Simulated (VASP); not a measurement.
# Hg (R-3m) in VASP: a series of runs, part 2 of 2

VASP 6.6.1. The steps go on from the part before.

## 3. Relaxation of cell and atoms, PBE

This run uses another cell than the first one, of 22.99 Å³/atom, 0.810 times its volume.

The input, INCAR:

```
  PREC = Accurate
  ENCUT = 600
  EDIFF = 1E-7
  ISMEAR = 0
  SIGMA = 0.05
  LREAL = F
  LASPH = T
  NELM = 60
  ALGO = Normal
  ISIF = 3
  LWAVE = F
  LCHARG = F
  GGA = PE
  IBRION = 2
  NSW = 80
  EDIFFG = -0.03
```

The input, KPOINTS:

```
regular mesh
0
Gamma
  8 8 8
```

The input, POSCAR:

```
Hg
1.0
    1.7287050000      0.9980682971      2.2211333333
   -1.7287050000      0.9980682971      2.2211333333
    0.0000000000     -1.9961365942      2.2211333333
Hg
1
Direct
    0.0000000000      0.0000000000      0.0000000000
```

Potentials or basis: VASP PAW PBE potentials, release 64 (Hg).

Run with:

```
cat potpaw_PBE.64/Hg/POTCAR > POTCAR
mpirun -np 1 vasp_std > vasp.out
```

OUTCAR:

```text
PREC = Accurate
   ENCUT = 600
   EDIFF = 1E-7
   ISMEAR = 0
   LREAL = F
   LASPH = T
   NELM = 60
   ISIF = 3
   GGA = PE
   IBRION = 2
   NSW = 80
   EDIFFG = -0.03

 ion  position               nearest neighbor table
   1  0.000  0.000  0.000-

  LATTYP: Found a trigonal (rhomboedric) cell.
 ALAT       =     2.9863011548
 COS(alpha) =     0.3297997778

  Lattice vectors:

 A1 = (   1.7287050000,   0.9980682971,   2.2211333333)
 A2 = (  -1.7287050000,   0.9980682971,   2.2211333333)
 A3 = (   0.0000000000,  -1.9961365942,   2.2211333333)

Analysis of symmetry for initial positions (statically):
=====================================================================
 Subroutine PRICEL returns:
 Original cell was already a primitive cell.

 Routine SETGRP: Setting up the symmetry group for a
 trigonal (rhombohedral) supercell.

 Subroutine GETGRP returns: Found 12 space group operations
 (whereof 12 operations were pure point group operations)
 out of a pool of 12 trial point group operations.

The static configuration has the point symmetry D_3d.

Analysis of symmetry for dynamics (positions and initial velocities):
=====================================================================
 Subroutine PRICEL returns:
 Original cell was already a primitive cell.

[... 161 lines left out ...]
  -------------------------------------------------------------------------------------
  Total        1.0543434      1.0543434      0.9840935      0.0000000     -0.0000000      0.0000000
  in kB       73.4658740     73.4658740     68.5709088      0.0000000     -0.0000000      0.0000000
  external PRESSURE =      71.8342189 kB  Pullay stress =       0.0000000 kB
[... 127 lines left out ...]
--------------------------------------- Ionic step        5  -------------------------------------------

 number of electron      12.0000001 magnetization

 E-fermi :   1.7040     XC(G=0): -10.0102

 val. band max:        1.4773958397   @ k =  -0.1250   0.5000   0.1250
 cond. band min:       1.7463373678   @ k =   0.5000   0.1250   0.1250
 fundamental gap:      0.2689415281
 Fermi energy:         1.7039922376

 k-point     1 :       0.0000    0.0000    0.0000
  band No.  band energies     occupation
      1      -6.3419      2.00000
      2      -5.4531      2.00000
      3      -5.4531      2.00000
      4      -4.4662      2.00000
      5      -4.3709      2.00000
      6      -4.3709      2.00000
      7      13.0588      0.00000
      8      13.0588      0.00000
      9      13.2625      0.00000
     10      17.0073      0.00000
[... 438 lines left out ...]
--------------------------------------- Ionic step        9  -------------------------------------------

 number of electron      11.9999998 magnetization

 Free energy of the ion-electron system (eV)
  ---------------------------------------------------
  ext. energy  EPLUGINS =         0.00000000
  ---------------------------------------------------
  free energy    TOTEN  =        -0.16730363 eV

  energy without entropy =       -0.16697674  energy(sigma->0) =       -0.16714018

 E-fermi :   1.5055     XC(G=0):  -9.8975

 val. band max:        1.4460633178   @ k =  -0.3750   0.3750   0.3750
 cond. band min:       1.5340306584   @ k =   0.5000   0.1250   0.1250
 fundamental gap:      0.0879673407
 Fermi energy:         1.5054868292

 k-point     1 :       0.0000    0.0000    0.0000
  band No.  band energies     occupation
      1      -6.3501      2.00000
      2      -5.5994      2.00000
      3      -5.5994      2.00000
      4      -4.5154      2.00000
      5      -4.4592      2.00000
      6      -4.4592      2.00000
      7      12.5864      0.00000
      8      12.5864      0.00000
      9      12.8631      0.00000
     10      16.4229      0.00000
[... 327 lines left out ...]
  FREE ENERGIE OF THE ION-ELECTRON SYSTEM (eV)
  ---------------------------------------------------
  free  energy   TOTEN  =        -0.1673036289 eV

  energy  without entropy=       -0.1669767352  energy(sigma->0) =       -0.16714018

 reached required accuracy - stopping structural energy minimisation
```

OSZICAR:

```text
N       E                     dE             d eps       ncg     rms          rms(c)
DAV:   1     0.783541809383E+02    0.78354E+02   -0.73588E+03  1340   0.130E+03
DAV:   2     0.990780159003E+00   -0.77363E+02   -0.73492E+02  1332   0.265E+02
DAV:   3    -0.116317686737E+00   -0.11071E+01   -0.11066E+01  1468   0.389E+01
[... 85 lines left out ...]
DAV:   3    -0.167166499349E+00    0.85144E-02   -0.11928E-02  1334   0.137E+00    0.101E-01
DAV:   4    -0.167293204229E+00   -0.12670E-03   -0.13732E-03  1350   0.514E-01    0.850E-02
DAV:   5    -0.167302772634E+00   -0.95684E-05   -0.57166E-06  1368   0.281E-02    0.189E-02
DAV:   6    -0.167303532994E+00   -0.76036E-06   -0.10538E-06  1378   0.106E-02    0.318E-03
DAV:   7    -0.167303628864E+00   -0.95870E-07   -0.12089E-07  1266   0.468E-03
   9 F= -.16730363E+00 E0= -.16714018E+00  d E =-.208008E-02
```

CONTCAR:

```text
Hg
   1.00000000000000
     1.8696491421376662    1.0794424355040193    2.3149003853410770
    -1.8696491421376662    1.0794424355040193    2.3149003853410770
     0.0000000000000000   -2.1588848710080386    2.3149003853410770
  Hg
     1
Direct
     0.0000000000000000    0.0000000000000000    0.0000000000000000

  0.00000000E+00  0.00000000E+00  0.00000000E+00
```

Wall time 87 s (1 thread of Intel Xeon Platinum 8259CL at 2.50GHz (Skylake/Cascade Lake), shared host); peak memory 0.16 GiB.

What came out:

* Free energy: -0.1673 eV
* Relaxed volume: 28.03 Å³/atom
* Relaxed cell: a = 3.165 Å, b = 3.165 Å, c = 3.165 Å, α = 72.41°, β = 72.41°, γ = 72.41°
* Space group after relaxing (to 0.05 Å): R-3m (No. 166)
* Energy gained by relaxing: 90.4 meV/atom
* Ionic steps: 9
* Pressure after relaxing: 0.0 GPa
* Band gap on the k mesh: zero (band 6 reaches 2.41 eV, above the bottom of band 7 at 0.30 eV)

Stress tensor (GPa, compression positive):
```
 0.12  0.00  0.00
 0.00  0.12  0.00
 0.00  0.00 -0.13
```

The path:
```tsv
step	energy change (eV)	largest force (eV/Å)	pressure (GPa)	volume (Å³)
1	0.0000	0.0000	7.18	22.99
2	-0.0835	0.0000	1.16	26.60
3	-0.0874	0.0000	-0.27	28.86
4	-0.0881	0.0000	-0.20	28.42
5	-0.0876	0.0000	0.36	27.47
6	-0.0883	0.0000	-0.04	28.10
7	-0.0883	0.0000	0.04	27.99
8	-0.0890	0.0000	0.06	28.00
9	-0.0904	0.0000	0.03	28.03
```

Final structure:
```cif
data_structure
_symmetry_space_group_name_H-M 'P 1'
_symmetry_Int_Tables_number 1
_cell_length_a 3.1654
_cell_length_b 3.1654
_cell_length_c 3.1654
_cell_angle_alpha 72.407
_cell_angle_beta 72.407
_cell_angle_gamma 72.407
_cell_volume 28.03
loop_
_atom_site_label
_atom_site_type_symbol
_atom_site_fract_x
_atom_site_fract_y
_atom_site_fract_z
_atom_site_occupancy
Hg1 Hg 0.00000 0.00000 0.00000 1
```

Caveat: the volume moved by over 15 % at a fixed basis, so the end points are rough; spin-orbit coupling is left out, which moves the levels of the heavy elements.

## 4. Single point, r2SCAN

This run uses another cell than the first one, of 26.97 Å³/atom, 0.950 times its volume.

The input, POSCAR:

```
Hg
1.0
    1.9850393407      1.1460629977      1.9760738145
   -1.9850393407      1.1460629977      1.9760738145
    0.0000000000     -2.2921259954      1.9760738145
Hg
1
Direct
    0.0000000000      0.0000000000      0.0000000000
```

The input, INCAR.step1:

```
SYSTEM = Hg
  PREC = Accurate
  ENCUT = 520
  ISMEAR = 0
  SIGMA = 0.05
  LREAL = .False.
  LASPH = .True.
  NELM = 80
  NBANDS = 12
  GGA = PE
  ALGO = Normal
  EDIFF = 1E-4
  LWAVE = .True.
  LCHARG = .False.
```

The input, INCAR.step2:

```
SYSTEM = Hg
  PREC = Accurate
  ENCUT = 520
  EDIFF = 1E-6
  ISMEAR = 0
  SIGMA = 0.05
  LREAL = .False.
  LASPH = .True.
  NELM = 80
  ALGO = Normal
  ISIF = 2
  LWAVE = .False.
  LCHARG = .True.
  METAGGA = R2SCAN
  LMIXTAU = .True.
  LELF = .True.
  LVHAR = .True.
  NBANDS = 12
  ISTART = 1
```

The input, KPOINTS:

```
regular mesh
0
Gamma
  14 14 14
  0 0 0
```

Potentials or basis: VASP PAW PBE potentials, release 64 (Hg).

Run with:

```
cat potpaw_PBE.64/Hg/POTCAR > POTCAR
cp INCAR.step1 INCAR
mpirun -np 1 vasp_std > vasp.out
cp INCAR.step2 INCAR
mpirun -np 1 vasp_std > vasp.out
```

OUTCAR:

```text
SYSTEM = Hg
   PREC = Accurate
   ENCUT = 520
   EDIFF = 1E-6
   ISMEAR = 0
   LREAL = .False.
   LASPH = .True.
   NELM = 80
   ISIF = 2
   METAGGA = R2SCAN
   ISTART = 1

 ion  position               nearest neighbor table
   1  0.000  0.000  0.000-

  LATTYP: Found a trigonal (rhomboedric) cell.
 ALAT       =     3.0263359528
 COS(alpha) =     0.1395335182

  Lattice vectors:

 A1 = (   1.9850393407,   1.1460629977,   1.9760738145)
 A2 = (  -1.9850393407,   1.1460629977,   1.9760738145)
 A3 = (   0.0000000000,  -2.2921259954,   1.9760738145)

Analysis of symmetry for initial positions (statically):
[... 530 lines left out ...]
      6      -4.3705      2.00000
      7       6.0615      0.00000
      8      12.0631      0.00000
      9      13.9404      0.00000
     10      16.4256      0.00000
     11      18.6614      0.00000
     12      21.3146      0.00000

 [... further k-points ...]
[... 5 lines left out ...]
  --------------------------------------------------------------------------------------
  -------------------------------------------------------------------------------------
  Total        0.0532770      0.0532770      0.0766185      0.0000000      0.0000000      0.0000000
  in kB        3.1645952      3.1645952      4.5510547      0.0000000      0.0000000      0.0000000
  external PRESSURE =       3.6267483 kB  Pullay stress =       0.0000000 kB

 VOLUME and BASIS-vectors are now :
 -----------------------------------------------------------------------------
  energy-cutoff  :      520.00
  volume of cell :       26.97
      direct lattice vectors                 reciprocal lattice vectors
     1.985039341  1.146062998  1.976073815     0.251884177  0.145425397  0.168684657
    -1.985039341  1.146062998  1.976073815    -0.251884177  0.145425397  0.168684657
     0.000000000 -2.292125995  1.976073815     0.000000000 -0.290850794  0.168684657

 POSITION                                       TOTAL-FORCE (eV/Angst)
 -----------------------------------------------------------------------------------
      0.00000      0.00000      0.00000        -0.000000     -0.000000     -0.000000
 -----------------------------------------------------------------------------------
    total drift:                               -0.000000     -0.000000      0.000000

  FREE ENERGIE OF THE ION-ELECTRON SYSTEM (eV)
  ---------------------------------------------------
  free  energy   TOTEN  =       -49.3502680106 eV

  energy  without entropy=      -49.3501331245  energy(sigma->0) =      -49.35020057
```

OUTCAR.step1:

```text
SYSTEM = Hg
   PREC = Accurate
   ENCUT = 520
   ISMEAR = 0
   LREAL = .False.
   LASPH = .True.
   NELM = 80
[... 577 lines left out ...]
 -----------------------------------------------------------------------------------
      0.00000      0.00000      0.00000        -0.000000      0.000000      0.000000
 -----------------------------------------------------------------------------------
    total drift:                                0.000000     -0.000000      0.000000

  FREE ENERGIE OF THE ION-ELECTRON SYSTEM (eV)
  ---------------------------------------------------
  free  energy   TOTEN  =        -0.1494981238 eV

  energy  without entropy=       -0.1492863432  energy(sigma->0) =       -0.14939223
```

OSZICAR.step1:

```text
N       E                     dE             d eps       ncg     rms          rms(c)
DAV:   1     0.732837091074E+02    0.73284E+02   -0.65163E+03  7272   0.944E+02
DAV:   2     0.111391002025E+01   -0.72170E+02   -0.67245E+02  7520   0.223E+02
DAV:   3    -0.181568910464E+00   -0.12955E+01   -0.12947E+01  8232   0.336E+01
DAV:   4    -0.182986962926E+00   -0.14181E-02   -0.14180E-02  7484   0.117E+00
DAV:   5    -0.182989302182E+00   -0.23393E-05   -0.23393E-05  6188   0.454E-02    0.310E+00
DAV:   6    -0.151767129086E+00    0.31222E-01   -0.79439E-02  8148   0.314E+00    0.237E+00
DAV:   7    -0.149479774328E+00    0.22874E-02   -0.10862E-02  8124   0.100E+00    0.107E+00
DAV:   8    -0.149474957813E+00    0.48165E-05   -0.10909E-03  7420   0.405E-01    0.407E-02
DAV:   9    -0.149498123795E+00   -0.23166E-04   -0.10090E-05  3696   0.296E-02
   1 F= -.14949812E+00 E0= -.14939223E+00  d E =-.211781E-03
```

It took 3.7 min on 1 thread of Intel Xeon Platinum 8259CL at 2.50GHz (Skylake/Cascade Lake), shared host; peak memory 0.21 GiB.

What came out:

```
Free energy            : -49.3503 eV
Pressure               : 0.4 GPa
Band gap on the k mesh : zero (band 6 reaches 4.68 eV, above the bottom of band 7 at 0.20 eV)
```

Levels at points of the mesh, in eV from the Fermi level:
```tsv
k point	band 2	band 3	band 4	band 5	band 6	band 7	band 8	band 9	band 10	band 11
(0.00, 0.00, 0.00)	-8.29	-8.29	-6.39	-6.39	-6.34	10.63	10.63	10.83	14.40	16.21
(0.50, 0.00, 0.00)	-8.08	-6.93	-6.76	-6.34	-2.92	-1.63	13.01	13.05	17.12	17.43
(0.50, 0.50, 0.00)	-8.01	-6.78	-6.77	-5.73	0.46	0.76	2.77	8.07	14.27	19.13
(0.50, 0.50, 0.50)	-7.73	-7.73	-5.72	-5.72	2.58	3.67	6.29	6.29	9.70	11.23
```

Caveat: the PAW data sets were made with another functional, which shifts forces and pressure a little; spin-orbit coupling is left out, which moves the levels of the heavy elements.

## 5. Single point, r2SCAN

This run uses another cell than the first one, of 27.09 Å³/atom, 0.954 times its volume.

The input, POSCAR:

```
Hg
1.0
    2.0018468172      1.1557667988      1.9513490865
   -2.0018468172      1.1557667988      1.9513490865
    0.0000000000     -2.3115335976      1.9513490865
Hg
1
Direct
    0.0000000000      0.0000000000      0.0000000000
```

The input, INCAR.step1:

```
PREC = Accurate
ENCUT = 520
ISMEAR = 0
SIGMA = 0.05
LREAL = False
LASPH = True
NELM = 100
NBANDS = 12
GGA = PE
ALGO = Normal
EDIFF = 1E-4
LWAVE = True
LCHARG = False
```

The input, INCAR.step2:

```
PREC = Accurate
ENCUT = 520
EDIFF = 1E-6
ISMEAR = 0
SIGMA = 0.05
LREAL = False
LASPH = True
NELM = 100
ALGO = Normal
ISIF = 2
LWAVE = False
LCHARG = True
METAGGA = R2SCAN
LMIXTAU = True
LELF = True
LVHAR = True
NBANDS = 12
ISTART = 1
```

The input, KPOINTS:

```
regular mesh
0
Gamma
  14 14 14
```

Run with:

```
cat potpaw_PBE.64/Hg/POTCAR > POTCAR
cp INCAR.step1 INCAR
mpirun -np 1 vasp_std > vasp.out
cp INCAR.step2 INCAR
mpirun -np 1 vasp_std > vasp.out
```

Run time: 3.2 min. Hardware: 1 thread of Intel Xeon Platinum 8259CL at 2.50GHz (Skylake/Cascade Lake), shared host; peak memory 0.22 GiB.

The run converged. Its results:

```yaml
Free_energy: -49.3498 eV
Pressure: 0.3 GPa
Band_gap_on_the_k_mesh: zero (band 6 reaches 4.67 eV, above the bottom of band 7 at 0.17 eV)
```

Stress tensor (GPa, compression positive):
```
0.18 0.00 0.00
0.00 0.18 0.00
0.00 0.00 0.66
```

Levels at points of the mesh, in eV from the Fermi level:
```csv
k point,band 2,band 3,band 4,band 5,band 6,band 7,band 8,band 9,band 10,band 11
"(0.00, 0.00, 0.00)",-8.32,-8.32,-6.39,-6.39,-6.34,10.53,10.53,10.72,14.25,16.10
"(0.50, 0.00, 0.00)",-8.07,-6.95,-6.80,-6.33,-2.95,-1.63,13.11,13.14,16.80,17.35
"(0.50, 0.50, 0.00)",-8.00,-6.81,-6.79,-5.74,0.46,0.83,2.62,7.95,14.67,19.50
"(0.50, 0.50, 0.50)",-7.76,-7.76,-5.72,-5.72,2.80,3.83,6.09,6.09,9.57,11.09
```

Caveat: the PAW data sets were made with another functional, which shifts forces and pressure a little; spin-orbit coupling is left out, which moves the levels of the heavy elements.

## 6. Single point, r2SCAN

The input, POSCAR:

```
Hg
1.0
    1.9381143621      1.1189708487      2.1818369835
   -1.9381143621      1.1189708487      2.1818369835
    0.0000000000     -2.2379416974      2.1818369835
Hg
1
Direct
    0.0000000000      0.0000000000      0.0000000000
```

The input, INCAR.step1:

```
ALGO     = Normal         # electronic algorithm
EDIFF    = 1E-4           # SCF threshold, eV
ENCUT    = 520            # plane-wave cutoff, eV
GGA      = PE             # functional
ISMEAR   = 0              # smearing method
LASPH    = True           # aspherical terms in the spheres
LCHARG   = False          # write CHGCAR
LREAL    = False          # projectors in reciprocal space
LWAVE    = True           # write WAVECAR
NBANDS   = 12             # bands
NELM     = 60             # most SCF steps
PREC     = Accurate       # precision mode
SIGMA    = 0.05           # smearing width, eV
```

The input, INCAR.step2:

```
ALGO     = Normal         # electronic algorithm
EDIFF    = 1E-6           # SCF threshold, eV
ENCUT    = 520            # plane-wave cutoff, eV
ISIF     = 2              # what is computed and relaxed
ISMEAR   = 0              # smearing method
ISTART   = 1            
LASPH    = True           # aspherical terms in the spheres
LCHARG   = True           # write CHGCAR
LELF     = True           # ELF
LMIXTAU  = True         
LREAL    = False          # projectors in reciprocal space
LVHAR    = True         
LWAVE    = False          # write WAVECAR
METAGGA  = R2SCAN         # meta-GGA
NBANDS   = 12             # bands
NELM     = 60             # most SCF steps
PREC     = Accurate       # precision mode
SIGMA    = 0.05           # smearing width, eV
```

The input, KPOINTS:

```
k-points
0
Gamma
  14 14 14
```

Potentials or basis: VASP PAW PBE potentials, release 64 (Hg).

Run with:

```
cat potpaw_PBE.64/Hg/POTCAR > POTCAR
cp INCAR.step1 INCAR
mpirun -np 1 vasp_std > vasp.out
cp INCAR.step2 INCAR
mpirun -np 1 vasp_std > vasp.out
```

Run time: 2.7 min. Hardware: 1 thread of Intel Xeon Platinum 8259CL at 2.50GHz (Skylake/Cascade Lake), shared host; peak memory 0.21 GiB.

The run converged. Its results:

| Quantity | Value |
| --- | --- |
| Free energy | -49.3437 eV |
| Pressure | -0.9 GPa |
| Band gap on the k mesh | zero (band 6 reaches 3.20 eV, above the bottom of band 7 at 0.16 eV) |

Stress tensor (GPa, compression positive):
```
-0.87  0.00  0.00
 0.00 -0.87  0.00
 0.00  0.00 -0.98
```

Levels at points of the mesh, in eV from the Fermi level:
```
           k point  band 4  band 5  band 6  band 7  band 8  band 9
(0.00, 0.00, 0.00)   -6.38   -6.38   -6.36   10.76   10.76   11.15
(0.50, 0.00, 0.00)   -6.43   -6.37   -2.89   -1.28   12.03   12.08
(0.50, 0.50, 0.00)   -6.47   -5.78    0.03    0.61    3.63    8.47
(0.50, 0.50, 0.50)   -5.81   -5.81    1.42    1.94    7.16    7.16
```

Caveat: the PAW data sets were made with another functional, which shifts forces and pressure a little; spin-orbit coupling is left out, which moves the levels of the heavy elements.

## 7. Overview

```csv
task,level,cell,k mesh,cutoff (eV),gap on the mesh (eV),pressure (GPa)
single point,PBE,"a = 3.126 Å, angles 76.6°, 1 atom",8 × 8 × 8,520,none,0.2
relaxation of cell and atoms,PBE,"relaxed from a = 2.986 Å, angles 70.7°, 1 atom",8 × 8 × 8,600,none,0.0
single point,r2SCAN,"a = 3.026 Å, angles 82.0°, 1 atom",14 × 14 × 14,520,none,0.4
single point,r2SCAN,"a = 3.025 Å, angles 82.9°, 1 atom",14 × 14 × 14,520,none,0.3
single point,r2SCAN,"a = 3.126 Å, angles 76.6°, 1 atom",14 × 14 × 14,520,none,-0.9
```

Alike in all rows: potentials or basis VASP PAW PBE potentials, release 64 (Hg); no spin polarisation; smearing gaussian 0.05 eV.

Caveats: spin-orbit coupling is left out, which moves the levels of the heavy elements; the PAW data sets were made with another functional, which shifts forces and pressure a little (some runs); the volume moved by over 15 % at a fixed basis, so the end points are rough (some runs).

Absolute energies hang on the potentials; compare differences alone.
